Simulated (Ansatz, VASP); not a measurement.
## Two plane-wave programs on SnO2

Contents of POSCAR:

```
SnO2
1.0
   -3.2488970000      3.4144700000      3.4140210000
    3.2488970000     -3.4144700000      3.4140210000
    3.2488970000      3.4144700000     -3.4140210000
Sn O
4 8
Direct
    0.9964010000      0.2464010000      0.7500000000
    0.0035990000      0.7535990000      0.2500000000
    0.5000000000      0.5000000000      0.5000000000
    0.5000000000      0.0000000000      0.0000000000
    0.1935040000      0.1962260000      0.5027220000
    0.6975650000      0.7540600000      0.9435050000
    0.1935040000      0.6907820000      0.9972780000
    0.3105550000      0.7540600000      0.5564950000
    0.6894450000      0.2459400000      0.4435050000
    0.3024350000      0.2459400000      0.0564950000
    0.8064960000      0.3092180000      0.0027220000
    0.8064960000      0.8037740000      0.4972780000
```

The input INCAR.step1:

```
PREC = Accurate
ENCUT = 520
ISMEAR = -1
SIGMA = 0.02
LREAL = False
LASPH = True
NELM = 100
NBANDS = 64
GGA = PE
ALGO = Normal
EDIFF = 1E-4
LWAVE = True
LCHARG = False
```

Contents of INCAR.step2:

```
PREC = Accurate
ENCUT = 520
EDIFF = 1E-8
ISMEAR = -1
SIGMA = 0.02
LREAL = False
LASPH = True
NELM = 100
ALGO = Normal
ISIF = 2
LWAVE = False
LCHARG = False
METAGGA = R2SCAN
LMIXTAU = True
LEFG = True
NBANDS = 64
ISTART = 1
```

File KPOINTS:

```
Automatic mesh
0
Gamma
  5 5 5
```

Input for Ansatz:

```yaml
crystal:
  lattice:
    - [-3.248897, 3.41447, 3.414021]
    - [3.248897, -3.41447, 3.414021]
    - [3.248897, 3.41447, -3.414021]
  atoms:
    - { symbol: Sn, position: [0.996401, 0.246401, 0.75] }
    - { symbol: Sn, position: [0.003599, 0.753599, 0.25] }
    - { symbol: Sn, position: [0.5, 0.5, 0.5] }
    - { symbol: Sn, position: [0.5, 0.0, 0.0] }
    - { symbol: O, position: [0.193504, 0.196226, 0.502722] }
    - { symbol: O, position: [0.697565, 0.75406, 0.943505] }
    - { symbol: O, position: [0.193504, 0.690782, 0.997278] }
    - { symbol: O, position: [0.310555, 0.75406, 0.556495] }
    - { symbol: O, position: [0.689445, 0.24594, 0.443505] }
    - { symbol: O, position: [0.302435, 0.24594, 0.056495] }
    - { symbol: O, position: [0.806496, 0.309218, 0.002722] }
    - { symbol: O, position: [0.806496, 0.803774, 0.497278] }
kpoints:
  mp_grid: { grid: [5, 5, 5] }
scf:
  occupations: { method: fermi_dirac, width: 0.02 }
hamiltonian:
  xc: r2scan
  pseudopotentials: { kind: paw }
output:
  forces: true
  stress: true
  populations: true
  efg:
    quadrupole_moments_barn: { Sn: -0.132, O: -0.02558 }
    contact_densities: true
```

Alike in both runs: task electric field gradients; functional r2SCAN; k mesh 5 × 5 × 5; occupations fermi-dirac, width 0.02 eV; no spin polarisation.

|  | VASP | Ansatz |
| --- | --- | --- |
| version | VASP 6.6.1 | Ansatz 0.2.0 |
| potentials or method | VASP PAW PBE potentials, release 64 (Sn_d, O) | plane-wave PAW, scalar-relativistic |
| plane-wave cutoff (eV) | 520 | 500 |
| valence electrons in the cell | 104 | 104 |

```csv
,VASP,Ansatz,Ansatz less VASP
gap on the k mesh at the Fermi level (eV),1.29,1.27,-0.020
pressure (GPa),-7.5,-8.4,-0.90
"traceless stress, the component that is largest in VASP (GPa)",-1.31,-1.64,-0.328
rms of the force components (eV/Å),0.033,0.042,+0.0089
size of Vzz on the site where it differs most (V/Å²),51.5,49.8,-1.70
```

VASP's potentials were made for PBE, not for r2SCAN. Atom by atom the forces differ by 0.013 eV/Å (rms over components). One of these differences is far larger than is usual between the two programs; its cause wasn't traced. With one functional, cell and mesh, what is left measures potentials, basis and numerics.
